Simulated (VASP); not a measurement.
# BaO (Fm-3m) in VASP: single point with HSE06

Aim: the single point of BaO with HSE06.

Everything below comes from runs of VASP 6.6.1. Logs are shortened: lines on timing, memory, paths and dates and some standing lists are left out, and cuts for length are marked.

### 1 The cell of the first run

Symmetry: Fm-3m, No. 225, cubic system. Conventional cell: a = 5.710 Å, b = 5.710 Å, c = 5.710 Å, α = 90.00°, β = 90.00°, γ = 90.00°. Within 3.8 Å of Ba (site symmetry m-3m) lie 6 O at 2.86 Å. O (site symmetry m-3m) has 6 Ba at 2.86 Å within 3.8 Å.

### 2 Single point, HSE06 (strain +3.0%)

The input, POSCAR:

```
BaO
1.0
    0.0000000000      2.8551009620      2.8551009620
    2.8551009620      0.0000000000      2.8551009620
    2.8551009620      2.8551009620      0.0000000000
Ba O
1 1
Direct
    0.0000000000      0.0000000000      0.0000000000
    0.5000000000      0.5000000000      0.5000000000
```

The input, INCAR.step1:

```
SYSTEM = BaO
ALGO = Normal
EDIFF = 1E-5
ENCUT = 520
GGA = PE
GGA_COMPAT = .FALSE.
ISIF = 2
ISMEAR = 0
LASPH = .TRUE.
LREAL = .FALSE.
LWAVE = .TRUE.
NBANDS = 15
NELM = 120
PREC = Accurate
SIGMA = 0.01
```

The input, INCAR.step2:

```
SYSTEM = BaO
ALGO = Normal
EDIFF = 1E-6
ENCUT = 520
GGA = PE
GGA_COMPAT = .FALSE.
HFSCREEN = 0.2079
ISIF = 2
ISMEAR = 0
ISTART = 1
LASPH = .TRUE.
LCHARG = .TRUE.
LELF = .TRUE.
LHFCALC = .TRUE.
LREAL = .FALSE.
LVHAR = .TRUE.
LWAVE = .FALSE.
NBANDS = 15
NELM = 120
PREC = Accurate
PRECFOCK = Normal
SIGMA = 0.01
```

The input, KPOINTS:

```
k-points
0
G
  6 6 6
  0 0 0
```

Potentials or basis: VASP PAW PBE potentials, release 64 (Ba_sv, O).

Started as:

```bash
> cat potpaw_PBE.64/Ba_sv/POTCAR potpaw_PBE.64/O/POTCAR > POTCAR
> cp INCAR.step1 INCAR
> mpirun -np 1 vasp_std > vasp.out
> cp INCAR.step2 INCAR
> mpirun -np 1 vasp_std > vasp.out
```

OUTCAR:

```text
SYSTEM = BaO
   EDIFF = 1E-6
   ENCUT = 520
   GGA = PE
   HFSCREEN = 0.2079
   ISIF = 2
   ISMEAR = 0
   ISTART = 1
   LASPH = .TRUE.
   LHFCALC = .TRUE.
   LREAL = .FALSE.
   NELM = 120
   PREC = Accurate
   PRECFOCK = Normal

 ion  position               nearest neighbor table
   1  0.000  0.000  0.000-   2 2.86   2 2.86   2 2.86   2 2.86   2 2.86   2 2.86
   2  0.500  0.500  0.500-   1 2.86   1 2.86   1 2.86   1 2.86   1 2.86   1 2.86

  LATTYP: Found a face centered cubic cell.
 ALAT       =     5.7102019240

  Lattice vectors:

 A1 = (   0.0000000000,   2.8551009620,   2.8551009620)
 A2 = (   2.8551009620,   0.0000000000,   2.8551009620)
 A3 = (   2.8551009620,   2.8551009620,   0.0000000000)

Analysis of symmetry for initial positions (statically):
=====================================================================
 Subroutine PRICEL returns:
 Original cell was already a primitive cell.

 Routine SETGRP: Setting up the symmetry group for a
 face centered cubic supercell.

 Subroutine GETGRP returns: Found 48 space group operations
 (whereof 48 operations were pure point group operations)
 out of a pool of 48 trial point group operations.

The static configuration has the point symmetry O_h .

Analysis of symmetry for dynamics (positions and initial velocities):
=====================================================================
 Subroutine PRICEL returns:
 Original cell was already a primitive cell.

 Routine SETGRP: Setting up the symmetry group for a
 face centered cubic supercell.

 Subroutine GETGRP returns: Found 48 space group operations
 (whereof 48 operations were pure point group operations)
 out of a pool of 48 trial point group operations.

The dynamic configuration has the point symmetry O_h .

 Subroutine INISYM returns: Found 48 space group operations
 (whereof 48 operations are pure point group operations),
 and found     1 'primitive' translations

----------------------------------------------------------------------------------------

                                     Primitive cell

  volume of cell :      46.5473

  direct lattice vectors                    reciprocal lattice vectors
     0.000000000  2.855100962  2.855100962    -0.175125156  0.175125156  0.175125156
     2.855100962  0.000000000  2.855100962     0.175125156 -0.175125156  0.175125156
     2.855100962  2.855100962  0.000000000     0.175125156  0.175125156 -0.175125156

  length of vectors
     4.037722502  4.037722502  4.037722502     0.303325667  0.303325667  0.303325667

  position of ions in fractional coordinates (direct lattice)
     0.000000000  0.000000000  0.000000000
     0.500000000  0.500000000  0.500000000

  ion indices of the primitive-cell ions
   primitive index   ion index
                 1           1
                 2           2

----------------------------------------------------------------------------------------

 KPOINTS: k-points

Automatic generation of k-mesh.
 Grid dimensions read from file:
 generate k-points for:    6    6    6

 Generating k-lattice:

  Cartesian coordinates                     Fractional coordinates (reciprocal lattice)
    -0.029187526  0.029187526  0.029187526     0.166666667  0.000000000  0.000000000
     0.029187526 -0.029187526  0.029187526     0.000000000  0.166666667  0.000000000
     0.029187526  0.029187526 -0.029187526     0.000000000  0.000000000  0.166666667

  Length of vectors
     0.050554278  0.050554278  0.050554278

  Shift w.r.t. Gamma in fractional coordinates (k-lattice)
     0.000000000  0.000000000  0.000000000

 Subroutine IBZKPT returns following result:
 ===========================================

 Found     16 irreducible k-points:

 Following reciprocal coordinates:
            Coordinates               Weight
  0.000000  0.000000  0.000000      1.000000
  0.166667  0.000000  0.000000      8.000000
  0.333333  0.000000  0.000000      8.000000
  0.500000  0.000000  0.000000      4.000000
  0.166667  0.166667  0.000000      6.000000
  0.333333  0.166667  0.000000     24.000000
[... 8 lines left out ...]
 -0.333333  0.333333  0.166667     24.000000
 -0.333333  0.500000  0.166667     12.000000
   k-points           NKPTS =     16   k-points in BZ     NKDIM =    216   number of bands    NBANDS=     15
   number of dos      NEDOS =    301   number of ions     NIONS =      2
   total plane-waves  NPLWV =  27000
   dimension x,y,z NGX =    30 NGY =   30 NGZ =   30
   dimension x,y,z NGXF=    60 NGYF=   60 NGZF=   60
   ions per type =               1   1
   NGX,Y,Z   is equivalent  to a cutoff of  12.35, 12.35, 12.35 a.u.
   NGXF,Y,Z  is equivalent  to a cutoff of  24.70, 24.70, 24.70 a.u.
 SYSTEM =  BaO
   PREC   = accura    normal or accurate (medium, high low for compatibility)
   ISTART =      1    job   : 0-new  1-cont  2-samecut
   ICHARG =      0    charge: 1-file 2-atom 10-const
   ISPIN  =      1    spin polarized calculation?
   LNONCOLLINEAR =      F non collinear calculations
   LSORBIT =      F    spin-orbit coupling
   LASPH  =      T    aspherical Exc in radial PAW
   ENCUT  =  520.0 eV  38.22 Ry    6.18 a.u.   7.51  7.51  7.51*2*pi/ulx,y,z
   NELM   =    120;   NELMIN=  2; NELMDL=  0     # of ELM steps
   EDIFF  = 0.1E-05   stopping-criterion for ELM
   LREAL  =      F    real-space projection
   EDIFFG = 0.1E-04   stopping-criterion for IOM
   NSW    =      0    number of steps for IOM
   IBRION =     -1    ionic relax: 0-MD 1-quasi-New 2-CG
   NFREE  =      0    steps in history (QN), initial steepest desc. (CG)
   ISIF   =      2    stress and relaxation
   ISYM   =      3    0-nonsym 1-usesym 2-fastsym
   POTIM  = 0.5000    time-step for ionic-motion
   TEBEG  =    0.0;   TEEND  =   0.0 temperature during run
   PSTRESS=    0.0 pullay stress
   NELECT =      16.0000    total number of electrons
   NUPDOWN=      -1.0000    fix difference up-down
   EMIN   =  10.00;   EMAX   =-10.00  energy-range for DOS
   EFERMI =   0.00;   METHOD = LEGACY
   ISMEAR =     0;   SIGMA  =   0.01  broadening in eV -4-tet -1-fermi 0-gaus
   EFERMI_NEDOS =   21; number of points for ismear=-14 and -15
   IALGO  =     38    algorithm
   IMIX   =      1    mixing-type and parameters
     AMIX     =   0.40;   BMIX     =  1.00
     AMIX_MAG =   1.60;   BMIX_MAG =  1.00
  volume/ion in A,a.u.               =      23.27       157.06
  Fermi-wavevector in a.u.,A,eV,Ry     =   1.146789  2.167116 17.893349  1.315124
  Thomas-Fermi vector in A             =   2.283471
   LORBIT       =      0    0 simple, 1 ext, 2 COOP (PROOUT), +10 PAW based schemes
   GGA     = PE    functional components
   LHFCALC =     T    Hartree Fock is set to
   PRECFOCK=normal    Normal, Fast or Accurate (Low or Medium for compatibility)
   ENCUT4O =  -1.0   cutoff for four orbital integrals eV
   NKREDX  =     1    reduce k-point grid by
   NKREDY  =     1    reduce k-point grid by
   NKREDZ  =     1    reduce k-point grid by
   AEXX    =    0.2500 exact exchange contribution
   HFSCREEN=    0.2079 screening length (either q_TF or 0.3 A-1)
   HFSCREENC=   0.2079 screening length for correlation (either q_TF or 0.3 A-1)
   ENCUTFOCK=  -1.0 apply spherical cutoff to Coloumb kernel
   IVDW    =     0    specifies the selected vdW correction
   LEPSILON=     F    determine dielectric tensor
   LRPA    =     F    only Hartree local field effects (RPA)
 non-spin polarized calculation
 Gauss-broadening in eV      SIGMA  =   0.01
  energy-cutoff  :      520.00
  volume of cell :       46.55
 maximum number of plane-waves:      1272
  NGX = 24; NGY = 24; NGZ = 24

 number of electron      16.0000005 magnetization

 Free energy of the ion-electron system (eV)
  ---------------------------------------------------
  ext. energy  EPLUGINS =         0.00000000
  ---------------------------------------------------
  free energy    TOTEN  =       -13.81162488 eV

  energy without entropy =      -13.81162488  energy(sigma->0) =      -13.81162488

 E-fermi :   0.4605     XC(G=0):  -7.6266

 val. band max:        0.3391625335   @ k =   0.5000   0.5000   0.0000
 cond. band min:       3.8501053485   @ k =   0.5000   0.5000   0.0000
 fundamental gap:      3.5109428150
 Fermi energy:         0.4605111637

 k-point     1 :       0.0000    0.0000    0.0000
  band No.  band energies     occupation
      1     -27.1068      2.00000
      2     -15.9019      2.00000
      3     -10.6855      2.00000
      4     -10.6855      2.00000
      5     -10.6855      2.00000
      6       0.1864      2.00000
      7       0.1864      2.00000
      8       0.1864      2.00000
      9       4.8096      0.00000
     10       6.4589      0.00000
     11       6.4589      0.00000
     12       6.4589      0.00000
     13       8.5786      0.00000
     14       8.5786      0.00000
     15      11.6004      0.00000

 k-point     2 :       0.1667    0.0000    0.0000
  band No.  band energies     occupation
      1     -27.0599      2.00000
      2     -16.0266      2.00000
      3     -10.7488      2.00000
      4     -10.7097      2.00000
      5     -10.7097      2.00000
      6      -0.3122      2.00000
      7      -0.1035      2.00000
      8      -0.1035      2.00000
      9       5.8097      0.00000
     10       6.3103      0.00000
     11       6.9372      0.00000
     12       6.9372      0.00000
     13       9.2058      0.00000
     14       9.2058      0.00000
     15      13.1086      0.00000

 k-point     3 :       0.3333    0.0000    0.0000
  band No.  band energies     occupation
      1     -26.9636      2.00000
      2     -16.2781      2.00000
      3     -10.8666      2.00000
      4     -10.7569      2.00000
      5     -10.7569      2.00000
      6      -1.0661      2.00000
      7      -0.6087      2.00000
      8      -0.6087      2.00000
      9       6.3033      0.00000
     10       8.0835      0.00000
     11       8.0835      0.00000
     12       8.1013      0.00000
     13      10.6495      0.00000
     14      10.6495      0.00000
     15      15.1241      0.00000

 k-point     4 :       0.5000    0.0000    0.0000
  band No.  band energies     occupation
      1     -26.9142      2.00000
      2     -16.4046      2.00000
      3     -10.9213      2.00000
      4     -10.7799      2.00000
      5     -10.7799      2.00000
      6      -1.3811      2.00000
      7      -0.8335      2.00000
      8      -0.8335      2.00000
      9       6.5696      0.00000
     10       8.7878      0.00000
     11       8.7878      0.00000
     12       9.3866      0.00000
     13      11.9249      0.00000
     14      11.9249      0.00000
     15      14.9946      0.00000
[... 163 lines left out ...]
 k-point    14 :       0.5000    0.3333    0.1667
  band No.  band energies     occupation
      1     -26.9047      2.00000
      2     -16.2046      2.00000
      3     -11.2261      2.00000
      4     -11.2177      2.00000
      5     -10.8175      2.00000
      6      -0.6939      2.00000
      7      -0.4752      2.00000
      8       0.1271      2.00000
      9       5.4167      0.00000
     10       7.5607      0.00000
     11       8.6558      0.00000
     12       9.4610      0.00000
     13      10.7555      0.00000
     14      12.3256      0.00000
     15      14.1485      0.00000

 k-point    15 :      -0.3333    0.3333    0.1667
  band No.  band energies     occupation
      1     -26.8733      2.00000
      2     -16.2168      2.00000
      3     -11.3812      2.00000
      4     -11.3707      2.00000
      5     -10.7798      2.00000
      6      -0.8290      2.00000
      7      -0.1094      2.00000
      8      -0.0684      2.00000
      9       6.4331      0.00000
     10       6.6721      0.00000
     11       8.7667      0.00000
     12      10.0973      0.00000
     13      11.3849      0.00000
     14      13.0738      0.00000
     15      13.7609      0.00000

 k-point    16 :      -0.3333    0.5000    0.1667
  band No.  band energies     occupation
      1     -26.8605      2.00000
      2     -16.1145      2.00000
      3     -11.7278      2.00000
      4     -11.3586      2.00000
      5     -10.8661      2.00000
      6      -0.4968      2.00000
      7       0.2045      2.00000
      8       0.2529      2.00000
      9       5.0551      0.00000
     10       7.8069      0.00000
     11       8.1204      0.00000
     12      11.0153      0.00000
     13      11.2078      0.00000
     14      13.2417      0.00000
     15      13.5792      0.00000

------------------------ aborting loop because EDIFF is reached ----------------------------------------

  FORCE on cell =-STRESS in cart. coord.  units (eV):
  Direction    XX          YY          ZZ          XY          YZ          ZX
  --------------------------------------------------------------------------------------
  -------------------------------------------------------------------------------------
  Total       -1.3591873     -1.3591873     -1.3591873      0.0000000      0.0000000      0.0000000
  in kB      -46.7837978    -46.7837978    -46.7837978      0.0000000      0.0000000      0.0000000
  external PRESSURE =     -46.7837978 kB  Pullay stress =       0.0000000 kB

 VOLUME and BASIS-vectors are now :
 -----------------------------------------------------------------------------
  energy-cutoff  :      520.00
  volume of cell :       46.55
      direct lattice vectors                 reciprocal lattice vectors
     0.000000000  2.855100962  2.855100962    -0.175125156  0.175125156  0.175125156
     2.855100962  0.000000000  2.855100962     0.175125156 -0.175125156  0.175125156
     2.855100962  2.855100962  0.000000000     0.175125156  0.175125156 -0.175125156

 POSITION                                       TOTAL-FORCE (eV/Angst)
 -----------------------------------------------------------------------------------
      0.00000      0.00000      0.00000        -0.000000      0.000000      0.000000
      2.85510      2.85510      2.85510         0.000000     -0.000000     -0.000000
 -----------------------------------------------------------------------------------
    total drift:                               -0.000000     -0.000000     -0.000000

  FREE ENERGIE OF THE ION-ELECTRON SYSTEM (eV)
  ---------------------------------------------------
  free  energy   TOTEN  =       -13.8116248836 eV

  energy  without entropy=      -13.8116248836  energy(sigma->0) =      -13.81162488
```

Run time: 32 min. Hardware: 1 thread of AMD EPYC 7R13 (Zen 3), shared host; peak memory 0.26 GiB.

Results:

| Item | Value |
| --- | --- |
| Free energy | -13.8116 eV |
| Pressure | -4.7 GPa |
| Band gap on the k mesh | 3.51 eV |

Caveat: the cell differs from its parent crystal (strain +3.0%); the cell stands under tension; the PAW data sets were made with another functional, which shifts forces and pressure a little; spin-orbit coupling is left out, which moves the levels of the heavy elements. A k mesh can miss the band edges.
